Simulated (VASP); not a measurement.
# Tl2F (P6_3/mmc) in VASP: further runs

Tl2F is run at these levels: PBE; tasks: single point.

Everything below comes from runs of VASP 6.6.1. Logs are shortened: lines on timing, memory, paths and dates and some standing lists are left out, and cuts for length are marked.

### 1 The cell of the first run

It takes space group P6_3/mmc (No. 194, hexagonal). Conventional cell: a = 5.359 Å, b = 5.359 Å, c = 6.695 Å, α = 90.00°, β = 90.00°, γ = 120.00°. Within 4.4 Å of Tl (site symmetry -3m) lie 8 Tl at 3.35 to 3.52 Å and 6 F at 3.52 Å. Tl (site symmetry -6m2) has 5 F at 3.09 to 3.35 Å and 6 Tl at 3.52 Å within 4.1 Å. F (site symmetry -6m2) has 11 Tl at 3.09 to 3.52 Å within 4.1 Å.

The cell was generated, and may not be a known phase.

### 2 Single point, PBE

Input file INCAR:

```
SYSTEM = Tl2F
PREC     = Accurate       ! precision mode
ENCUT    = 520            ! plane-wave cutoff, eV
EDIFF    = 1E-7           ! SCF threshold, eV
ISMEAR   = 0              ! smearing method
SIGMA    = 0.1            ! smearing width, eV
LREAL    = .False.        ! projectors in reciprocal space
LASPH    = .True.         ! aspherical terms in the spheres
NELM     = 60             ! most SCF steps
ALGO     = Normal         ! electronic algorithm
ISIF     = 2              ! what is computed and relaxed
LWAVE    = .False.        ! write WAVECAR
LCHARG   = .False.        ! write CHGCAR
GGA      = PE             ! functional
NBANDS   = 42             ! bands
```

Input file KPOINTS:

```
regular mesh
0
Gamma
  6 6 4
  0 0 0
```

Input file POSCAR:

```
Tl2F
1.0
    5.3588543500      0.0000000000      0.0000000000
   -2.6794271700      4.6409040000      0.0000000000
    0.0000000000      0.0000000000      6.6948966400
Tl F
4 2
Direct
    0.0000000000      0.0000000000      0.5000000000
    0.0000000000      0.0000000000      0.0000000000
    0.3333333300      0.6666666700      0.7500000000
    0.6666666700      0.3333333300      0.2500000000
    0.6666666700      0.3333333300      0.7500000000
    0.3333333300      0.6666666700      0.2500000000
```

Potentials or basis: VASP PAW PBE potentials, release 64 (Tl_d, F).

The run is started by

```
$ cat potpaw_PBE.64/Tl_d/POTCAR potpaw_PBE.64/F/POTCAR > POTCAR
$ mpirun -np 1 vasp_std > vasp.out
```

OUTCAR:

```text
SYSTEM = Tl2F
   PREC = Accurate
   ENCUT = 520
   EDIFF = 1E-7
   ISMEAR = 0
   LREAL = .False.
   LASPH = .True.
   NELM = 60
   ISIF = 2
   GGA = PE

 ion  position               nearest neighbor table
   1  0.000  0.000  0.500-   2 3.35   2 3.35   4 3.52   3 3.52   3 3.52   4 3.52   4 3.52   3 3.52

   2  0.000  0.000  0.000-   1 3.35   1 3.35   4 3.52   3 3.52   3 3.52   4 3.52   4 3.52   3 3.52

   3  0.333  0.667  0.750-   1 3.52   2 3.52   1 3.52   2 3.52   1 3.52   2 3.52
   4  0.667  0.333  0.250-   1 3.52   2 3.52   1 3.52   2 3.52   1 3.52   2 3.52
   5  0.667  0.333  0.750-
   6  0.333  0.667  0.250-

  LATTYP: Found a hexagonal cell.
 ALAT       =     5.3588543500
 C/A-ratio  =     1.2493149100

  Lattice vectors:

 A1 = (   5.3588543500,   0.0000000000,   0.0000000000)
 A2 = (  -2.6794271700,   4.6409040000,   0.0000000000)
 A3 = (   0.0000000000,   0.0000000000,   6.6948966400)

Analysis of symmetry for initial positions (statically):
=====================================================================
 Subroutine PRICEL returns:
 Original cell was already a primitive cell.

 Routine SETGRP: Setting up the symmetry group for a
 hexagonal supercell.

 Subroutine GETGRP returns: Found 24 space group operations
 (whereof 12 operations were pure point group operations)
 out of a pool of 24 trial point group operations.

The static configuration has the point symmetry D_3d.
 The point group associated with its full space group is D_6h.

Analysis of symmetry for dynamics (positions and initial velocities):
=====================================================================
 Subroutine PRICEL returns:
 Original cell was already a primitive cell.

 Routine SETGRP: Setting up the symmetry group for a
 hexagonal supercell.

 Subroutine GETGRP returns: Found 24 space group operations
 (whereof 12 operations were pure point group operations)
 out of a pool of 24 trial point group operations.

The dynamic configuration has the point symmetry D_3d.
 The point group associated with its full space group is D_6h.

 Subroutine INISYM returns: Found 24 space group operations
 (whereof 12 operations are pure point group operations),
 and found     1 'primitive' translations

----------------------------------------------------------------------------------------

                                     Primitive cell

  volume of cell :     166.5016

  direct lattice vectors                    reciprocal lattice vectors
     5.358854350  0.000000000  0.000000000     0.186607050  0.107737630  0.000000000
    -2.679427170  4.640904000  0.000000000     0.000000000  0.215475261  0.000000000
     0.000000000  0.000000000  6.694896640     0.000000000  0.000000000  0.149367504

  length of vectors
     5.358854350  5.358854346  6.694896640     0.215475261  0.215475261  0.149367504

  position of ions in fractional coordinates (direct lattice)
     0.000000000  0.000000000  0.500000000
     0.000000000  0.000000000  0.000000000
     0.333333330  0.666666670  0.750000000
     0.666666670  0.333333330  0.250000000
     0.666666670  0.333333330  0.750000000
     0.333333330  0.666666670  0.250000000

  ion indices of the primitive-cell ions
   primitive index   ion index
                 1           1
                 2           2
                 3           3
                 4           4
                 5           5
                 6           6

----------------------------------------------------------------------------------------

 KPOINTS: regular mesh

Automatic generation of k-mesh.
 Grid dimensions read from file:
 generate k-points for:    6    6    4

 Generating k-lattice:

  Cartesian coordinates                     Fractional coordinates (reciprocal lattice)
     0.031101175  0.017956272  0.000000000     0.166666667  0.000000000  0.000000000
     0.000000000  0.035912543  0.000000000     0.000000000  0.166666667  0.000000000
     0.000000000  0.000000000  0.037341876     0.000000000  0.000000000  0.250000000

  Length of vectors
     0.035912543  0.035912543  0.037341876

  Shift w.r.t. Gamma in fractional coordinates (k-lattice)
     0.000000000  0.000000000  0.000000000

 Subroutine IBZKPT returns following result:
 ===========================================

 Found     21 irreducible k-points:

 Following reciprocal coordinates:
            Coordinates               Weight
  0.000000  0.000000  0.000000      1.000000
  0.166667 -0.000000  0.000000      6.000000
  0.333333  0.000000  0.000000      6.000000
  0.500000 -0.000000  0.000000      3.000000
  0.166667  0.166667  0.000000      6.000000
  0.333333  0.166667  0.000000     12.000000
[... 13 lines left out ...]
  0.333333  0.166667  0.500000     12.000000
  0.333333  0.333333  0.500000      2.000000
   k-points           NKPTS =     21   k-points in BZ     NKDIM =     21   number of bands    NBANDS=     42
   number of dos      NEDOS =    301   number of ions     NIONS =      6
   total plane-waves  NPLWV =  80000
   dimension x,y,z NGX =    40 NGY =   40 NGZ =   50
   dimension x,y,z NGXF=    80 NGYF=   80 NGZF=  100
   ions per type =               4   2
   NGX,Y,Z   is equivalent  to a cutoff of  12.41, 12.41, 12.42 a.u.
   NGXF,Y,Z  is equivalent  to a cutoff of  24.82, 24.82, 24.83 a.u.
 SYSTEM =  Tl2F
   PREC   = accura    normal or accurate (medium, high low for compatibility)
   ISTART =      0    job   : 0-new  1-cont  2-samecut
   ICHARG =      2    charge: 1-file 2-atom 10-const
   ISPIN  =      1    spin polarized calculation?
   LNONCOLLINEAR =      F non collinear calculations
   LSORBIT =      F    spin-orbit coupling
   LASPH  =      T    aspherical Exc in radial PAW
   ENCUT  =  520.0 eV  38.22 Ry    6.18 a.u.   9.96  9.96 12.45*2*pi/ulx,y,z
   NELM   =     60;   NELMIN=  2; NELMDL= -5     # of ELM steps
   EDIFF  = 0.1E-06   stopping-criterion for ELM
   LREAL  =      F    real-space projection
   EDIFFG = 0.1E-05   stopping-criterion for IOM
   NSW    =      0    number of steps for IOM
   IBRION =     -1    ionic relax: 0-MD 1-quasi-New 2-CG
   NFREE  =      0    steps in history (QN), initial steepest desc. (CG)
   ISIF   =      2    stress and relaxation
   ISYM   =      2    0-nonsym 1-usesym 2-fastsym
   POTIM  = 0.5000    time-step for ionic-motion
   TEBEG  =    0.0;   TEEND  =   0.0 temperature during run
   PSTRESS=    0.0 pullay stress
   NELECT =      66.0000    total number of electrons
   NUPDOWN=      -1.0000    fix difference up-down
   EMIN   =  10.00;   EMAX   =-10.00  energy-range for DOS
   EFERMI =   0.00;   METHOD = LEGACY
   ISMEAR =     0;   SIGMA  =   0.10  broadening in eV -4-tet -1-fermi 0-gaus
   EFERMI_NEDOS =   21; number of points for ismear=-14 and -15
   IALGO  =     38    algorithm
   IMIX   =      4    mixing-type and parameters
     AMIX     =   0.40;   BMIX     =  1.00
     AMIX_MAG =   1.60;   BMIX_MAG =  1.00
  volume/ion in A,a.u.               =      27.75       187.27
  Fermi-wavevector in a.u.,A,eV,Ry     =   1.202587  2.272561 19.676971  1.446217
  Thomas-Fermi vector in A             =   2.338365
   LORBIT       =      0    0 simple, 1 ext, 2 COOP (PROOUT), +10 PAW based schemes
   GGA     = PE    functional components
   LHFCALC =     F    Hartree Fock is set to
   AEXX    =    0.0000 exact exchange contribution
   IVDW    =     0    specifies the selected vdW correction
   LEPSILON=     F    determine dielectric tensor
   LRPA    =     F    only Hartree local field effects (RPA)
 non-spin polarized calculation
 Gauss-broadening in eV      SIGMA  =   0.10
  energy-cutoff  :      520.00
  volume of cell :      166.50
 maximum number of plane-waves:      4506
 NGX is ok and might be reduce to    40
   NGX = 19   NGY = 19   NGZ = 25

 number of electron      65.9999986 magnetization

 Free energy of the ion-electron system (eV)
  ---------------------------------------------------
  ext. energy  EPLUGINS =         0.00000000
  ---------------------------------------------------
  free energy    TOTEN  =       -17.53666305 eV

  energy without entropy =      -17.52535460  energy(sigma->0) =      -17.53100882

 E-fermi :   3.9192     XC(G=0):  -8.9812

 val. band max:        3.8539319461   @ k =   0.3333   0.1667   0.2500
 cond. band min:       4.0304718544   @ k =   0.3333   0.1667   0.0000
 fundamental gap:      0.1765399082
 Fermi energy:         3.9191656339

 k-point     1 :       0.0000    0.0000    0.0000
  band No.  band energies     occupation
      1     -17.7215      2.00000
      2     -17.7092      2.00000
      3      -8.2089      2.00000
      4      -8.1337      2.00000
      5      -8.1337      2.00000
      6      -8.0933      2.00000
[... 34 lines left out ...]
     41       7.7785      0.00000
     42       9.8336      0.00000

 k-point     2 :       0.1667   -0.0000    0.0000
  band No.  band energies     occupation
      1     -17.7200      2.00000
      2     -17.7097      2.00000
      3      -8.2049      2.00000
      4      -8.1262      2.00000
      5      -8.1174      2.00000
      6      -8.0775      2.00000
[... 34 lines left out ...]
     41       8.7318      0.00000
     42       9.1173      0.00000

 k-point     3 :       0.3333    0.0000    0.0000
  band No.  band energies     occupation
      1     -17.7169      2.00000
      2     -17.7105      2.00000
      3      -8.1968      2.00000
      4      -8.1164      2.00000
      5      -8.0886      2.00000
      6      -8.0413      2.00000
[... 34 lines left out ...]
     41       9.2918      0.00000
     42      10.1807      0.00000

 k-point     4 :       0.5000   -0.0000    0.0000
  band No.  band energies     occupation
      1     -17.7149      2.00000
      2     -17.7115      2.00000
      3      -8.1926      2.00000
      4      -8.1147      2.00000
      5      -8.0773      2.00000
      6      -8.0195      2.00000
[... 709 lines left out ...]
     41       9.4814      0.00000
     42       9.4814      0.00000

 k-point    20 :       0.3333    0.1667    0.5000
  band No.  band energies     occupation
      1     -17.7126      2.00000
      2     -17.7126      2.00000
      3      -8.0511      2.00000
      4      -8.0511      2.00000
      5      -8.0013      2.00000
      6      -8.0013      2.00000
[... 34 lines left out ...]
     41       9.2743      0.00000
     42       9.2743      0.00000

 k-point    21 :       0.3333    0.3333    0.5000
  band No.  band energies     occupation
      1     -17.7123      2.00000
      2     -17.7123      2.00000
      3      -8.0226      2.00000
      4      -8.0226      2.00000
      5      -8.0160      2.00000
      6      -8.0160      2.00000
[... 34 lines left out ...]
     41       8.8156      0.00000
     42       8.8156      0.00000

------------------------ aborting loop because EDIFF is reached ----------------------------------------

  FORCE on cell =-STRESS in cart. coord.  units (eV):
  Direction    XX          YY          ZZ          XY          YZ          ZX
  --------------------------------------------------------------------------------------
  -------------------------------------------------------------------------------------
  Total       -3.0513749     -3.0513749     -1.7435365     -0.0000000      0.0000000      0.0000000
  in kB      -29.3621424    -29.3621423    -16.7773442     -0.0000000      0.0000000      0.0000000
  external PRESSURE =     -25.1672096 kB  Pullay stress =       0.0000000 kB

 VOLUME and BASIS-vectors are now :
 -----------------------------------------------------------------------------
  energy-cutoff  :      520.00
  volume of cell :      166.50
      direct lattice vectors                 reciprocal lattice vectors
     5.358854350  0.000000000  0.000000000     0.186607050  0.107737630  0.000000000
    -2.679427170  4.640904000  0.000000000     0.000000000  0.215475261  0.000000000
     0.000000000  0.000000000  6.694896640     0.000000000  0.000000000  0.149367504

 POSITION                                       TOTAL-FORCE (eV/Angst)
 -----------------------------------------------------------------------------------
      0.00000      0.00000      3.34745        -0.000000      0.000000      0.000000
      0.00000      0.00000      0.00000         0.000000      0.000000      0.000000
     -0.00000      3.09394      5.02117        -0.000000      0.000000      0.000000
      2.67943      1.54697      1.67372         0.000000     -0.000000      0.000000
      2.67943      1.54697      5.02117        -0.000000      0.000000      0.000000
     -0.00000      3.09394      1.67372         0.000000      0.000000      0.000000
 -----------------------------------------------------------------------------------
    total drift:                               -0.000014      0.000008      0.000000

  FREE ENERGIE OF THE ION-ELECTRON SYSTEM (eV)
  ---------------------------------------------------
  free  energy   TOTEN  =       -17.5366630462 eV

  energy  without entropy=      -17.5253545973  energy(sigma->0) =      -17.53100882
```

It took 77 s on 1 thread of Intel Xeon 6975P-C (Granite Rapids), shared host; peak memory 0.32 GiB.

What came out:

```
Free energy            : -17.5367 eV
Pressure               : -2.5 GPa
Band gap on the k mesh : zero (bands 33 and 34 overlap by 1.95 eV)
```

Stress tensor (GPa, compression positive):
```
-2.94  0.00  0.00
 0.00 -2.94  0.00
 0.00  0.00 -1.68
```

Caveat: spin-orbit coupling is left out, which moves the levels of the heavy elements.

### 3 Single point, PBE

This run uses another cell than the first one, of 24.47 Å³/atom.

Input file INCAR:

```
SYSTEM = Tl2F
ALGO     = Normal         ! electronic algorithm
EDIFF    = 1E-6           ! SCF threshold, eV
ENCUT    = 520            ! plane-wave cutoff, eV
GGA      = PE             ! functional
ISIF     = 2              ! what is computed and relaxed
ISMEAR   = 0              ! smearing method
LASPH    = .TRUE.         ! aspherical terms in the spheres
LCHARG   = .FALSE.        ! write CHGCAR
LREAL    = .FALSE.        ! projectors in reciprocal space
LWAVE    = .FALSE.        ! write WAVECAR
NBANDS   = 42             ! bands
NELM     = 60             ! most SCF steps
PREC     = Accurate       ! precision mode
SIGMA    = 0.1            ! smearing width, eV
```

Input file KPOINTS:

```
k-points
0
G
  12 12 6
  0 0 0
```

Input file POSCAR:

```
Tl2F
1.0
    5.0734166378     -0.0000000027      0.0000000000
   -2.5367083166      4.3937076937      0.0000000000
    0.0000000000      0.0000000000      6.5869646348
Tl F
4 2
Direct
    0.0000000000      0.0000000000      0.5000000000
    0.0000000000      0.0000000000      0.0000000000
    0.3333333333      0.6666666667      0.7500000000
    0.6666666667      0.3333333333      0.2500000000
    0.6666666667      0.3333333333      0.7500000000
    0.3333333333      0.6666666667      0.2500000000
```

Potentials or basis: VASP PAW PBE potentials, release 64 (Tl_d, F).

The run is started by

```
$ cat potpaw_PBE.64/Tl_d/POTCAR potpaw_PBE.64/F/POTCAR > POTCAR
$ mpirun -np 1 vasp_std > vasp.out
```

It took 3.6 min on 1 thread of Intel Xeon 6975P-C (Granite Rapids), shared host; peak memory 0.49 GiB.

It converged, with:

| Item | Value |
| --- | --- |
| Free energy | -17.7559 eV |
| Pressure | -0.1 GPa |
| Band gap on the k mesh | zero (bands 33 and 34 overlap by 2.32 eV) |

Levels at points of the mesh, in eV from the Fermi level:
```csv
k point,band 29,band 30,band 31,band 32,band 33,band 34,band 35,band 36,band 37,band 38
"(0.00, 0.00, 0.00)",-3.84,-3.67,-3.09,-2.96,0.28,0.28,0.77,2.62,2.62,3.43
"(0.50, 0.00, 0.00)",-3.86,-3.60,-3.55,-3.01,-1.34,0.15,0.27,2.79,2.89,3.32
"(0.00, 0.00, 0.50)",-3.57,-3.57,-3.33,-3.33,1.03,1.03,1.03,1.03,1.86,1.86
"(0.50, 0.00, 0.50)",-3.65,-3.65,-2.94,-2.94,0.41,0.41,0.87,0.87,2.19,2.19
```

Caveat: spin-orbit coupling is left out, which moves the levels of the heavy elements.

### 4 Single point, PBE

This run uses another cell than the first one, of 24.47 Å³/atom.

Input file INCAR:

```
ALGO = Normal
EDIFF = 1E-6
ENCUT = 520
GGA = PE
ISIF = 2
ISMEAR = 0
LASPH = T
LCHARG = T
LELF = T
LREAL = F
LVHAR = T
LWAVE = F
NBANDS = 42
NELM = 100
PREC = Accurate
SIGMA = 0.1
```

Input file KPOINTS:

```
k-points
0
Gamma
  12 12 6
```

POSCAR is that of step 3.

The run is started by

```
$ cat potpaw_PBE.64/Tl_d/POTCAR potpaw_PBE.64/F/POTCAR > POTCAR
$ mpirun -np 1 vasp_std > vasp.out
```

It took 4.2 min on 1 thread of Intel Xeon 6975P-C (Granite Rapids), shared host; peak memory 0.5 GiB.

It converged, with:

```
Free energy            : -17.7559 eV
Pressure               : -0.1 GPa
Band gap on the k mesh : zero (bands 33 and 34 overlap by 2.32 eV)
```

Levels at points of the mesh, in eV from the Fermi level:
```csv
k point,band 30,band 31,band 32,band 33,band 34,band 35,band 36,band 37
"(0.00, 0.00, 0.00)",-3.67,-3.09,-2.96,0.28,0.28,0.77,2.62,2.62
"(0.50, 0.00, 0.00)",-3.60,-3.55,-3.01,-1.34,0.15,0.27,2.79,2.89
"(0.00, 0.00, 0.50)",-3.57,-3.33,-3.33,1.03,1.03,1.03,1.03,1.86
"(0.50, 0.00, 0.50)",-3.65,-2.94,-2.94,0.41,0.41,0.87,0.87,2.19
```

Caveat: spin-orbit coupling is left out, which moves the levels of the heavy elements.

The gap in the log of VASP goes by the Fermi energy; the results here count the filled bands.